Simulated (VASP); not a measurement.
# MgSe: single point with PBE

The system is MgSe.

```
CELL_PARAMETERS angstrom
0.00000 2.80850 2.80850
2.80850 0.00000 2.80850
2.80850 2.80850 0.00000
ATOMIC_POSITIONS crystal
Mg 0.00000 0.00000 0.00000
Se 0.50000 0.50000 0.50000
```

This cell differs from its parent crystal: volume scaled by 1.06.

```
Program                : VASP 6.6.1
Task                   : single point
Functional             : PBE
Potentials or basis    : VASP PAW PBE potentials, release 64 (Mg, Se)
Cutoff                 : 600 eV
k mesh                 : 8 × 8 × 8
Occupations            : gaussian, width 0.02 eV
Spin                   : no spin polarisation
Dipole correction      : no
Further INCAR settings : ALGO = Normal; EDIFF = 1e-06; NBANDS = 11
```

- Pressure: -3.3 GPa
- Band gap on the k mesh: 1.65 eV, indirect (least direct gap 2.03 eV)

Levels at points of the mesh, in eV from the valence-band top:
| k point | band 1 | band 2 | band 3 | band 4 | band 5 | band 6 | band 7 | band 8 |
| --- | --- | --- | --- | --- | --- | --- | --- | --- |
| (0.00, 0.00, 0.00) | -12.48 | 0.00 | 0.00 | 0.00 | 2.03 | 7.43 | 7.43 | 7.43 |
| (0.50, 0.00, 0.00) | -11.56 | -4.48 | -0.49 | -0.49 | 3.71 | 5.98 | 5.98 | 7.91 |
| (0.50, 0.50, 0.00) | -11.30 | -3.80 | -1.58 | -1.58 | 1.65 | 4.20 | 10.89 | 11.36 |

Run time: 7.1 s on 1 thread of Intel(R) Xeon(R) 6975P-C (Granite Rapids), on a shared host, peak memory 0.18 GiB.

 A k mesh can miss the band edges.
